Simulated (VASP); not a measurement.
Set up this calculation in VASP 6.6.1, as the native input.

```yaml
Task: single point
Functional: PBE
Potentials_or_basis: VASP PAW PBE potentials, release 64 (Ba_sv, Ti_sv, O)
Cutoff: 520 eV
k_mesh: 6 × 6 × 6
Occupations: fermi-dirac, width 0.02 eV
Spin: no spin polarisation
Dipole_correction: no
Further_INCAR_settings: ALGO = Normal; EDIFF = 1e-07; NBANDS = 28
```

The structure of BaTiO3 lies in POSCAR:

```
BaTiO3
1.0
    3.8925998650      0.0000000000      0.0000000000
    0.0000000000      3.8925998650      0.0000000000
    0.0000000000      0.0000000000      4.0307262038
Ba Ti O
1 1 3
Direct
    0.5000000000      0.5000000000      0.5802032617
    0.0000000000      0.0000000000      0.0957206811
    0.0000000000      0.5000000000      0.0642725252
    0.5000000000      0.0000000000      0.0642725252
    0.0000000000      0.0000000000      0.5555279967
```

This cell differs from its parent crystal: strain -2.0%.

The input as run:

INCAR

```
PREC = Accurate
ENCUT = 520
EDIFF = 1E-7
ISMEAR = -1
SIGMA = 0.02
LREAL = F
LASPH = T
NELM = 100
ALGO = Normal
ISIF = 2
LWAVE = F
LCHARG = F
GGA = PE
NBANDS = 28
```

KPOINTS

```
regular mesh
0
Gamma
  6 6 6
```

Potentials or basis: VASP PAW PBE potentials, release 64 (Ba_sv, Ti_sv, O).

The run is started by

```console
$ cat potpaw_PBE.64/Ba_sv/POTCAR potpaw_PBE.64/Ti_sv/POTCAR potpaw_PBE.64/O/POTCAR > POTCAR
$ mpirun -np 1 vasp_std > vasp.out
```

It gave:

| Item | Value |
| --- | --- |
| Pressure | 15.4 GPa |
| Largest force | 0.138 eV/Å |
| Band gap on the k mesh | 1.88 eV, indirect (least direct gap 2.26 eV) |

Caveat: the cell differs from its parent crystal (strain -2.0%); spin-orbit coupling is left out, which moves the levels of the heavy elements.

Run time: 43 s on 1 thread of Intel(R) Xeon(R) 6975P-C (Granite Rapids), with other jobs on the host, peak memory 0.21 GiB.
